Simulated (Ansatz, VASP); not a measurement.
# CrCuO2: VASP beside Ansatz

Contents of INCAR:

```
SYSTEM = CrCuO2
  PREC = Accurate
  ENCUT = 600
  EDIFF = 1E-6
  ISMEAR = 0
  SIGMA = 0.05
  LREAL = .False.
  LASPH = .True.
  NELM = 200
  ALGO = Normal
  ISIF = 2
  LWAVE = .False.
  LCHARG = .True.
  ISPIN = 2
  MAGMOM = 4 -1 0 0
  LORBIT = 11
  LMAXMIX = 4
  LDAU = .True.
  LDAUTYPE = 2
  LDAUL = 2 2 -1
  LDAUU = 3.7 4 0
  LDAUJ = 0 0 0
  LDAUPRINT = 1
  GGA = PE
  LELF = .True.
  LVHAR = .True.
  NBANDS = 30
  GGA_COMPAT = .False.
```

The input KPOINTS:

```
regular mesh
0
Gamma
  5 5 5
  0 0 0
```

File POSCAR:

```
CrCuO2
1.0
    1.5186164666      0.8767736258      5.7494745724
   -1.5186164666      0.8767736258      5.7494745724
    0.0000000000     -1.7535472516      5.7494745724
Cr Cu O
1 1 2
Direct
    0.5000000000      0.5000000000      0.5000000000
    0.0000000000      0.0000000000      0.0000000000
    0.1087997125      0.1087997125      0.1087997125
    0.8912002875      0.8912002875      0.8912002875
```

Input for Ansatz:

```yaml
crystal:
  lattice:
    - [1.5186164666, 0.8767736258, 5.7494745724]
    - [-1.5186164666, 0.8767736258, 5.7494745724]
    - [0.0, -1.7535472516, 5.7494745724]
  atoms:
    - { symbol: Cr, position: [0.5, 0.5, 0.5], spin: 4.0 }
    - { symbol: Cu, position: [0.0, 0.0, 0.0], spin: -1.0 }
    - { symbol: O, position: [0.1087997125, 0.1087997125, 0.1087997125] }
    - { symbol: O, position: [0.8912002875, 0.8912002875, 0.8912002875] }
basis:
  ecutwfc: 420
  ecutrho_ratio: 4
kpoints:
  mp_grid: { grid: [5, 5, 5] }
hamiltonian:
  xc: pbe
  hubbard:
    sites:
      - { species: Cr, l: d, u_eff: 3.7 }
      - { species: Cu, l: d, u_eff: 4.0 }
scf:
  occupations: { method: gaussian, width: 0.05 }
output:
  forces: true
  stress: true
  eigenvalues: true
  populations: true
  hubbard: { sites: [{ species: Cr, l: d }, { species: Cu, l: d }] }
magnetization:
  spin_polarized: true
```

Alike in both runs: task single point; functional PBE; k mesh 5 × 5 × 5; occupations gaussian, width 0.05 eV; collinear spin; Hubbard terms Cr d U = 3.7 eV, Cu d U = 4.0 eV.

|  | VASP | Ansatz |
| --- | --- | --- |
| version | VASP 6.6.1 | Ansatz 0.2.0 |
| potentials or method | VASP PAW PBE potentials, release 64 (Cr_pv, Cu, O), cutoff 600 eV | scalar-relativistic, plane waves, PAW |
| valence electrons in the cell | 35 | 45 |

```csv
,VASP,Ansatz,Ansatz less VASP
gap on the k mesh at the Fermi level (eV),2.22,2.24,+0.015
least direct gap on the mesh (eV),2.53,2.58,+0.052
pressure (GPa),0.3,-0.1,-0.41
"traceless stress, the component that is largest in VASP (GPa)",-2.89,-0.08,+2.807
rms of the force components (eV/Å),0.203,0.003,-0.1999
net moment per atom (μB),0.75,0.75,0.000
size of the moment on the site where the two differ most (μB),2.98,2.53,-0.446
```

Site moments also hang on the region over which each program counts them. The programs project onto different local orbitals, so the same U acts differently, and such runs can settle in different states. Atom by atom the forces differ by 0.206 eV/Å (rms over components). VASP's potentials hold 35 valence electrons a cell and Ansatz's 45, so a difference there can come from the potentials and not from the codes.

The k mesh is coarse, so the values compare programs but aren't converged.
